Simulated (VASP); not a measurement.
Write the native input for VASP 6.6.1 that does the following.

```yaml
Task: single point
Functional: r2SCAN
Potentials_or_basis: VASP PAW PBE potentials, release 64 (Mg, O)
Cutoff: 520 eV
k_mesh: 10 × 10 × 10
Occupations: gaussian, width 0.05 eV
Spin: no spin polarisation
Dipole_correction: no
Further_INCAR_settings: ALGO = Normal; EDIFF = 1e-06; NBANDS = 11
```

The system is MgO.

```
CELL_PARAMETERS angstrom
0.00000 2.13515 2.13515
2.13515 0.00000 2.13515
2.13515 2.13515 0.00000
ATOMIC_POSITIONS crystal
Mg 0.00000 0.00000 0.00000
O 0.35949 0.35949 0.44180
```

This cell differs from its parent crystal: atom 2 (O) moved by (-0.600, -0.600) A along [1 1 0] and z.

These files were run (other wordings do the same):

POSCAR

```
MgO
1.0
    0.0000000000      2.1351500000      2.1351500000
    2.1351500000      0.0000000000      2.1351500000
    2.1351500000      2.1351500000      0.0000000000
Mg O
1 1
Direct
    0.0000000000      0.0000000000      0.0000000000
    0.3594946491      0.3594946491      0.4418007781
```

INCAR.step1

```
  PREC = Accurate
  ENCUT = 520
  ISMEAR = 0
  SIGMA = 0.05
  LREAL = False
  LASPH = True
  NELM = 80
  NBANDS = 11
  GGA = PE
  ALGO = Normal
  EDIFF = 1E-4
  LWAVE = True
  LCHARG = False
```

INCAR.step2

```
  PREC = Accurate
  ENCUT = 520
  EDIFF = 1E-6
  ISMEAR = 0
  SIGMA = 0.05
  LREAL = False
  LASPH = True
  NELM = 80
  ALGO = Normal
  ISIF = 2
  LWAVE = False
  LCHARG = True
  METAGGA = R2SCAN
  LMIXTAU = True
  LELF = True
  LVHAR = True
  NBANDS = 11
  ISTART = 1
```

KPOINTS

```
regular mesh
0
Gamma
  10 10 10
```

Potentials or basis: VASP PAW PBE potentials, release 64 (Mg, O).

Run with:

```sh
$ cat potpaw_PBE.64/Mg/POTCAR potpaw_PBE.64/O/POTCAR > POTCAR
$ cp INCAR.step1 INCAR
$ mpirun -np 1 vasp_std > vasp.out
$ cp INCAR.step2 INCAR
$ mpirun -np 1 vasp_std > vasp.out
```

Results of the run:

- Pressure: 42.7 GPa
- Largest force: 5.558 eV/Å
- Band gap on the k mesh: 4.46 eV, direct

Caveat: the cell differs from its parent crystal (atom 2 (O) moved by (-0.600, -0.600) A along [1 1 0] and z); the PAW data sets were made with another functional, which shifts forces and pressure a little.

Run time: 2.5 min on 1 thread of Intel(R) Xeon(R) Platinum 8124M CPU @ 3.00GHz (Skylake/Cascade Lake), with other jobs on the host, peak memory 0.2 GiB.
